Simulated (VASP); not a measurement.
# Ho3N in VASP: a series of runs

The runs below take Ho3N through single point, relaxation of cell and atoms, with PBE.

All numbers are computed with VASP 6.6.1; they aren't measurements. Logs are shortened: lines on timing, memory, paths and dates and some standing lists are left out, and cuts for length are marked.

### Step 1. The cell of the first run

Symmetry: I4/mmm, No. 139, tetragonal system. The conventional cell has a = 5.694 Å, b = 5.694 Å, c = 5.663 Å, α = 90.00°, β = 90.00°, γ = 90.00°. Within 3.7 Å of Ho (site symmetry mmm) lie 4 Ho at 2.83 to 2.85 Å and 2 N at 2.85 Å. Ho (site symmetry 4/mmm) has 2 N at 2.83 Å and 4 Ho at 2.85 Å within 3.7 Å. Within 3.7 Å of N (site symmetry 4/mmm) lie 6 Ho at 2.83 to 2.85 Å.

The cell was generated, and may not be a known phase.

### Step 2. Single point, PBE

INCAR reads:

```
PREC = Accurate ; ENCUT = 600
EDIFF = 1E-6 ; ISMEAR = 0
SIGMA = 0.2 ; LREAL = False
LASPH = True ; NELM = 200
ALGO = Normal ; ISIF = 2
LWAVE = False ; LCHARG = False
GGA = PE ; NBANDS = 24
GGA_COMPAT = False ; LMAXMIX = 6
```

KPOINTS reads:

```
Automatic mesh
0
Gamma
  5 5 5
```

POSCAR reads:

```
Ho3N
1.0
   -2.8471136528      2.8471136528      2.8315996810
    2.8471136528     -2.8471136528      2.8315996810
    2.8471136528      2.8471136528     -2.8315996810
Ho N
3 1
Direct
    0.5000000000      0.0000000000      0.5000000000
    0.0000000000      0.5000000000      0.5000000000
    0.0000000000      0.0000000000      0.0000000000
    0.5000000000      0.5000000000      0.0000000000
```

Potentials or basis: VASP PAW PBE potentials, release 64 (Ho_3, N), 4f in core.

The run is started by

```
cat potpaw_PBE.64/Ho_3/POTCAR potpaw_PBE.64/N/POTCAR > POTCAR
mpirun -np 1 vasp_std > vasp.out
```

OUTCAR:

```text
PREC = Accurate
   ENCUT = 600
   EDIFF = 1E-6
   ISMEAR = 0
   LREAL = False
   LASPH = True
   NELM = 200
   ISIF = 2
   GGA = PE

 ion  position               nearest neighbor table
   1  0.500  0.000  0.500-   2 2.83   2 2.83   3 2.85   3 2.85
   2  0.000  0.500  0.500-   1 2.83   1 2.83   3 2.85   3 2.85
   3  0.000  0.000  0.000-   1 2.85   2 2.85   2 2.85   1 2.85
   4  0.500  0.500  0.000-

  LATTYP: Found a body centered tetragonal cell.
 ALAT       =     5.6942273056
 C/A-ratio  =     0.9945509826

  Lattice vectors:

 A1 = (  -2.8471136528,   2.8471136528,   2.8315996810)
 A2 = (   2.8471136528,  -2.8471136528,   2.8315996810)
 A3 = (   2.8471136528,   2.8471136528,  -2.8315996810)

Analysis of symmetry for initial positions (statically):
=====================================================================
 Subroutine PRICEL returns:
 Original cell was already a primitive cell.

 Routine SETGRP: Setting up the symmetry group for a
 body centered tetragonal supercell.

 Subroutine GETGRP returns: Found 16 space group operations
 (whereof 16 operations were pure point group operations)
 out of a pool of 16 trial point group operations.

The static configuration has the point symmetry D_4h.

Analysis of symmetry for dynamics (positions and initial velocities):
=====================================================================
 Subroutine PRICEL returns:
 Original cell was already a primitive cell.

 Routine SETGRP: Setting up the symmetry group for a
 body centered tetragonal supercell.

 Subroutine GETGRP returns: Found 16 space group operations
 (whereof 16 operations were pure point group operations)
 out of a pool of 16 trial point group operations.

The dynamic configuration has the point symmetry D_4h.

 Subroutine INISYM returns: Found 16 space group operations
 (whereof 16 operations are pure point group operations),
 and found     1 'primitive' translations

----------------------------------------------------------------------------------------

                                     Primitive cell

[... 79 lines left out ...]
   ISTART =      0    job   : 0-new  1-cont  2-samecut
   ICHARG =      2    charge: 1-file 2-atom 10-const
   ISPIN  =      1    spin polarized calculation?
   LNONCOLLINEAR =      F non collinear calculations
   LSORBIT =      F    spin-orbit coupling
   LASPH  =      T    aspherical Exc in radial PAW
   ENCUT  =  600.0 eV  44.10 Ry    6.64 a.u.   9.83  9.83  9.83*2*pi/ulx,y,z
   NELM   =    200;   NELMIN=  2; NELMDL= -5     # of ELM steps
   EDIFF  = 0.1E-05   stopping-criterion for ELM
   LREAL  =      F    real-space projection
   EDIFFG = 0.1E-04   stopping-criterion for IOM
   NSW    =      0    number of steps for IOM
   IBRION =     -1    ionic relax: 0-MD 1-quasi-New 2-CG
   NFREE  =      0    steps in history (QN), initial steepest desc. (CG)
   ISIF   =      2    stress and relaxation
   ISYM   =      2    0-nonsym 1-usesym 2-fastsym
   POTIM  = 0.5000    time-step for ionic-motion
   TEBEG  =    0.0;   TEEND  =   0.0 temperature during run
   PSTRESS=    0.0 pullay stress
   NELECT =      32.0000    total number of electrons
   NUPDOWN=      -1.0000    fix difference up-down
   EMIN   =  10.00;   EMAX   =-10.00  energy-range for DOS
   EFERMI =   0.00;   METHOD = LEGACY
   ISMEAR =     0;   SIGMA  =   0.20  broadening in eV -4-tet -1-fermi 0-gaus
   EFERMI_NEDOS =   21; number of points for ismear=-14 and -15
   IALGO  =     38    algorithm
   IMIX   =      4    mixing-type and parameters
     AMIX     =   0.40;   BMIX     =  1.00
     AMIX_MAG =   1.60;   BMIX_MAG =  1.00
  volume/ion in A,a.u.               =      22.95       154.90
  Fermi-wavevector in a.u.,A,eV,Ry     =   1.152102  2.177157 18.059550  1.327339
  Thomas-Fermi vector in A             =   2.288755
   LORBIT       =      0    0 simple, 1 ext, 2 COOP (PROOUT), +10 PAW based schemes
   GGA     = PE    functional components
   LHFCALC =     F    Hartree Fock is set to
   AEXX    =    0.0000 exact exchange contribution
   IVDW    =     0    specifies the selected vdW correction
   LEPSILON=     F    determine dielectric tensor
   LRPA    =     F    only Hartree local field effects (RPA)
 non-spin polarized calculation
 Gauss-broadening in eV      SIGMA  =   0.20
  energy-cutoff  :      600.00
  volume of cell :       91.81
 maximum number of plane-waves:      3080
   NGX = 19   NGY = 19   NGZ = 19

 number of electron      32.0000001 magnetization

 Free energy of the ion-electron system (eV)
  ---------------------------------------------------
  ext. energy  EPLUGINS =         0.00000000
  ---------------------------------------------------
  free energy    TOTEN  =       -18.02665865 eV

  energy without entropy =      -17.91530875  energy(sigma->0) =      -17.97098370

 E-fermi :   3.2311     XC(G=0): -10.3316

 val. band max:        3.2081402362   @ k =  -0.2000  -0.2000   0.2000
 cond. band min:       3.2485784142   @ k =  -0.4000  -0.4000   0.2000
 fundamental gap:      0.0404381781
 Fermi energy:         3.2311161906

 k-point     1 :       0.0000    0.0000    0.0000
  band No.  band energies     occupation
      1     -21.6189      2.00000
      2     -21.5717      2.00000
      3     -21.5717      2.00000
      4     -20.2915      2.00000
      5     -20.2915      2.00000
      6     -20.2817      2.00000
[... 475 lines left out ...]
     23       7.4393      0.00000
     24       7.7712      0.00000

------------------------ aborting loop because EDIFF is reached ----------------------------------------

  FORCE on cell =-STRESS in cart. coord.  units (eV):
  Direction    XX          YY          ZZ          XY          YZ          ZX
  --------------------------------------------------------------------------------------
  -------------------------------------------------------------------------------------
  Total        0.3735720      0.3735720      0.5984550      0.0000000     -0.0000000      0.0000000
  in kB        6.5190363      6.5190363     10.4433692      0.0000000     -0.0000000      0.0000000
  external PRESSURE =       7.8271473 kB  Pullay stress =       0.0000000 kB

 VOLUME and BASIS-vectors are now :
 -----------------------------------------------------------------------------
  energy-cutoff  :      600.00
  volume of cell :       91.81
      direct lattice vectors                 reciprocal lattice vectors
    -2.847113653  2.847113653  2.831599681     0.000000000  0.175616453  0.176578633
     2.847113653 -2.847113653  2.831599681     0.175616453  0.000000000  0.176578633
     2.847113653  2.847113653 -2.831599681     0.175616453  0.175616453  0.000000000

 POSITION                                       TOTAL-FORCE (eV/Angst)
 -----------------------------------------------------------------------------------
      0.00000      2.84711      0.00000        -0.000000      0.000000     -0.000000
      2.84711      0.00000      0.00000         0.000000     -0.000000      0.000000
      0.00000      0.00000      0.00000         0.000000     -0.000000     -0.000000
      0.00000      0.00000      2.83160        -0.000000      0.000000      0.000000
 -----------------------------------------------------------------------------------
    total drift:                               -0.000000     -0.000000      0.000000

  FREE ENERGIE OF THE ION-ELECTRON SYSTEM (eV)
  ---------------------------------------------------
  free  energy   TOTEN  =       -18.0266586456 eV

  energy  without entropy=      -17.9153087511  energy(sigma->0) =      -17.97098370
```

OSZICAR:

```text
N       E                     dE             d eps       ncg     rms          rms(c)
DAV:   1     0.288320146027E+03    0.28832E+03   -0.13478E+04   944   0.140E+03
DAV:   2     0.114546625305E+02   -0.27687E+03   -0.26674E+03  1280   0.636E+02
DAV:   3    -0.158242910293E+02   -0.27279E+02   -0.24367E+02  1408   0.153E+02
DAV:   4    -0.188569255883E+02   -0.30326E+01   -0.27938E+01  1488   0.397E+01
DAV:   5    -0.189745543970E+02   -0.11763E+00   -0.11599E+00  1448   0.929E+00    0.217E+01
DAV:   6    -0.199128472030E+02   -0.93829E+00   -0.19958E+01  1424   0.157E+01    0.219E+01
DAV:   7    -0.179576461803E+02    0.19552E+01   -0.36282E+00  1416   0.838E+00    0.126E+01
DAV:   8    -0.180319658335E+02   -0.74320E-01   -0.78233E-01  1360   0.517E+00    0.834E-01
DAV:   9    -0.180278059011E+02    0.41599E-02   -0.19015E-02  1480   0.109E+00    0.447E-01
DAV:  10    -0.180267112382E+02    0.10947E-02   -0.70847E-03  1472   0.469E-01    0.743E-02
DAV:  11    -0.180266594714E+02    0.51767E-04   -0.43653E-04  1432   0.173E-01    0.473E-02
DAV:  12    -0.180266582461E+02    0.12253E-05   -0.21524E-05  1392   0.455E-02    0.776E-03
DAV:  13    -0.180266586456E+02   -0.39949E-06   -0.24576E-06  1104   0.109E-02
   1 F= -.18026659E+02 E0= -.17970984E+02  d E =-.111350E+00
```

Wall time 32 s (1 thread of Intel Xeon 6975P-C (Granite Rapids), shared host); peak memory 0.25 GiB.

Results:

| Property | Result |
| --- | --- |
| Free energy | -18.0267 eV |
| Pressure | 0.8 GPa |
| Band gap on the k mesh | zero (bands 16 and 17 overlap by 1.98 eV) |

Levels at points of the mesh, in eV from the Fermi level:
| k point | band 14 | band 15 | band 16 | band 17 | band 18 | band 19 |
| --- | --- | --- | --- | --- | --- | --- |
| (0.00, 0.00, 0.00) | -2.00 | -1.29 | -1.29 | -1.28 | -0.71 | -0.70 |

Caveat: spin-orbit coupling is left out, which moves the levels of the heavy elements; the 4f electrons are frozen in the core, so they carry no moment and show no levels; the run has no spin polarisation, though such a crystal can be magnetic.

### Step 3. Relaxation of cell and atoms, PBE

This run uses another cell than the first one, of 21.02 Å³/atom.

INCAR reads:

```
PREC = Accurate
ENCUT = 600
EDIFF = 1E-7
ISMEAR = 0
SIGMA = 0.2
LREAL = False
LASPH = True
NELM = 200
ALGO = Normal
ISIF = 3
LWAVE = False
LCHARG = False
GGA = PE
IBRION = 2
NSW = 36
EDIFFG = -0.08
GGA_COMPAT = False
NELMIN = 4
LMAXMIX = 6
```

KPOINTS is that of step 2.

POSCAR reads:

```
Ho3N
1.0
   -2.7596863900      2.7596863900      2.7596863900
    2.7596863900     -2.7596863900      2.7596863900
    2.7596863900      2.7596863900     -2.7596863900
Ho N
3 1
Direct
    0.0000000000      0.5000000000      0.5000000000
    0.5000000000      0.0000000000      0.5000000000
    0.5000000000      0.5000000000      0.0000000000
    0.0000000000      0.0000000000      0.0000000000
```

Potentials or basis: VASP PAW PBE potentials, release 64 (Ho_3, N), 4f in core.

The run is started by

```
cat potpaw_PBE.64/Ho_3/POTCAR potpaw_PBE.64/N/POTCAR > POTCAR
mpirun -np 1 vasp_std > vasp.out
```

OUTCAR:

```text
PREC = Accurate
   ENCUT = 600
   EDIFF = 1E-7
   ISMEAR = 0
   LREAL = False
   LASPH = True
   NELM = 200
   ISIF = 3
   GGA = PE
   IBRION = 2
   NSW = 36
   EDIFFG = -0.08
   NELMIN = 4

 ion  position               nearest neighbor table
   1  0.000  0.500  0.500-   2 2.76   3 2.76   4 2.76   4 2.76   3 2.76   2 2.76
   2  0.500  0.000  0.500-   1 2.76   3 2.76   4 2.76   3 2.76   4 2.76   1 2.76
   3  0.500  0.500  0.000-   1 2.76   2 2.76   4 2.76   2 2.76   1 2.76   4 2.76
   4  0.000  0.000  0.000-   1 2.76   2 2.76   3 2.76   1 2.76   2 2.76   3 2.76

  LATTYP: Found a body centered cubic cell.
 ALAT       =     5.5193727800
[... 462 lines left out ...]
  -------------------------------------------------------------------------------------
  Total        0.0951416      0.0951416      0.0951416      0.0000000      0.0000000      0.0000000
  in kB        1.6354074      1.6354074      1.6354074      0.0000000      0.0000000      0.0000000
  external PRESSURE =       1.6354074 kB  Pullay stress =       0.0000000 kB

 VOLUME and BASIS-vectors are now :
 -----------------------------------------------------------------------------
  energy-cutoff  :      600.00
  volume of cell :       93.21
      direct lattice vectors                 reciprocal lattice vectors
    -2.856263787  2.856263787  2.856263787     0.000000000  0.175053860  0.175053860
     2.856263787 -2.856263787  2.856263787     0.175053860  0.000000000  0.175053860
     2.856263787  2.856263787 -2.856263787     0.175053860  0.175053860  0.000000000

 POSITION                                       TOTAL-FORCE (eV/Angst)
 -----------------------------------------------------------------------------------
      2.85626      0.00000      0.00000        -0.000000     -0.000000     -0.000000
      0.00000      2.85626      0.00000         0.000000      0.000000     -0.000000
      2.85626      2.85626      0.00000         0.000000      0.000000      0.000000
      2.85626      2.85626      2.85626        -0.000000      0.000000      0.000000
 -----------------------------------------------------------------------------------
    total drift:                                0.000000     -0.000000      0.000000

  FREE ENERGIE OF THE ION-ELECTRON SYSTEM (eV)
  ---------------------------------------------------
  free  energy   TOTEN  =       -18.0291933994 eV

  energy  without entropy=      -17.9219117672  energy(sigma->0) =      -17.97555258

 reached required accuracy - stopping structural energy minimisation
```

OSZICAR:

```text
N       E                     dE             d eps       ncg     rms          rms(c)
DAV:   1     0.302492444868E+03    0.30249E+03   -0.14181E+04   464   0.171E+03
DAV:   2     0.162234081498E+02   -0.28627E+03   -0.28004E+03   600   0.786E+02
DAV:   3    -0.136119481818E+02   -0.29835E+02   -0.27510E+02   664   0.186E+02
[... 20 lines left out ...]
DAV:   7    -0.180291843301E+02    0.48818E-03   -0.25172E-03   652   0.310E-01    0.732E-02
DAV:   8    -0.180291926988E+02   -0.83687E-05   -0.26742E-04   676   0.122E-01    0.115E-02
DAV:   9    -0.180291936092E+02   -0.91040E-06   -0.12144E-05   676   0.348E-02    0.882E-03
DAV:  10    -0.180291933312E+02    0.27793E-06   -0.23679E-06   540   0.102E-02    0.167E-03
DAV:  11    -0.180291933994E+02   -0.68147E-07   -0.24622E-07   412   0.437E-03
   2 F= -.18029193E+02 E0= -.17975553E+02  d E =-.148904E+00
```

CONTCAR:

```text
Ho3N
   1.00000000000000
    -2.8562637870612648    2.8562637870612648    2.8562637870612648
     2.8562637870612648   -2.8562637870612648    2.8562637870612648
     2.8562637870612648    2.8562637870612648   -2.8562637870612648
  Ho              N
     3     1
Direct
     0.0000000000000000    0.5000000000000000    0.5000000000000000
     0.5000000000000000    0.0000000000000000    0.5000000000000000
     0.5000000000000000    0.5000000000000000    1.0000000000000000
     1.0000000000000000    1.0000000000000000    1.0000000000000000

  0.00000000E+00  0.00000000E+00  0.00000000E+00
  0.00000000E+00  0.00000000E+00  0.00000000E+00
  0.00000000E+00  0.00000000E+00  0.00000000E+00
  0.00000000E+00  0.00000000E+00  0.00000000E+00
```

It took 37 s on 1 thread of Intel Xeon 6975P-C (Granite Rapids), shared host; peak memory 0.25 GiB.

Results:

```yaml
Free_energy: -18.0292 eV
Relaxed_volume: 23.30 Å³/atom
Relaxed_cell: a = 4.947 Å, b = 4.947 Å, c = 4.947 Å, α = 109.47°, β = 109.47°, γ = 109.47°
Space_group_after_relaxing_to_0.1_Å: Im-3m (No. 229)
Energy_gained_by_relaxing: 37.2 meV/atom
Ionic_steps: 2
Pressure_after_relaxing: 0.2 GPa
Band_gap_on_the_k_mesh: zero (bands 16 and 17 overlap by 1.95 eV)
```

The path:
| step | energy change (eV) | largest force (eV/Å) | pressure (GPa) | volume (Å³) |
| --- | --- | --- | --- | --- |
| 1 | 0.0000 | 0.0000 | 5.53 | 84.07 |
| 2 | -0.1489 | 0.0000 | 0.16 | 93.21 |

Final structure:
```cif
data_structure
_symmetry_space_group_name_H-M 'P 1'
_symmetry_Int_Tables_number 1
_cell_length_a 4.9472
_cell_length_b 4.9472
_cell_length_c 4.9472
_cell_angle_alpha 109.471
_cell_angle_beta 109.471
_cell_angle_gamma 109.471
_cell_volume 93.21
loop_
_atom_site_label
_atom_site_type_symbol
_atom_site_fract_x
_atom_site_fract_y
_atom_site_fract_z
_atom_site_occupancy
Ho1 Ho 0.00000 0.50000 0.50000 1
Ho2 Ho 0.50000 0.00000 0.50000 1
Ho3 Ho 0.50000 0.50000 0.00000 1
N1 N 0.00000 0.00000 0.00000 1
```

Levels at points of the mesh, in eV from the Fermi level:
```
           k point  band 12  band 13  band 14  band 15  band 16  band 17  band 18  band 19  band 20
(0.00, 0.00, 0.00)    -1.95    -1.95    -1.95    -1.27    -1.27    -1.27    -0.70    -0.70     3.31
```

Caveat: spin-orbit coupling is left out, which moves the levels of the heavy elements; the 4f electrons are frozen in the core, so they carry no moment and show no levels; the run has no spin polarisation, though such a crystal can be magnetic. Spin polarisation is off, so any magnetic state and its effect on volume and gap are missing.

The gap in the log of VASP goes by the Fermi energy; the results here count the filled bands.